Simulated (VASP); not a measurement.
Li4F, 5 atoms in the cell. Symmetry: P6/mmm, No. 191, hexagonal system. Conventional cell: a = 4.282 Å, b = 4.282 Å, c = 5.611 Å, α = 90.00°, β = 90.00°, γ = 120.00°. Li (site symmetry 3m) has 5 Li at 2.47 to 2.82 Å and 3 F at 2.85 Å within 3.3 Å. F (site symmetry 6/mmm) has 12 Li at 2.85 Å within 3.8 Å. 

| Property | Result |
| --- | --- |
| Program | VASP 6.6.1 |
| Task | single point |
| Functional | PBE |
| Potentials or basis | VASP PAW PBE potentials, release 64 (Li_sv, F) |
| Cutoff | 520 eV |
| k mesh | 6 × 6 × 6 |
| Occupations | gaussian, width 0.1 eV |
| Spin | no spin polarisation |
| Dipole correction | no |
| Further INCAR settings | ALGO = Normal; EDIFF = 1e-06; NBANDS = 18 |

Potentials or basis: VASP PAW PBE potentials, release 64 (Li_sv, F).

Run with:

```sh
$ cat potpaw_PBE.64/Li_sv/POTCAR potpaw_PBE.64/F/POTCAR > POTCAR
$ mpirun -np 1 vasp_std > vasp.out
```

Hardware: 1 thread of Intel(R) Xeon(R) Platinum 8488C (Sapphire Rapids), on a shared host.

**Question.** How long does it take, and how much memory?

**Answer.** Wall time 22 s on 1 thread of Intel(R) Xeon(R) Platinum 8488C (Sapphire Rapids), on a shared host, peak memory 0.2 GiB. Counts: scf iterations 13, k points 28.
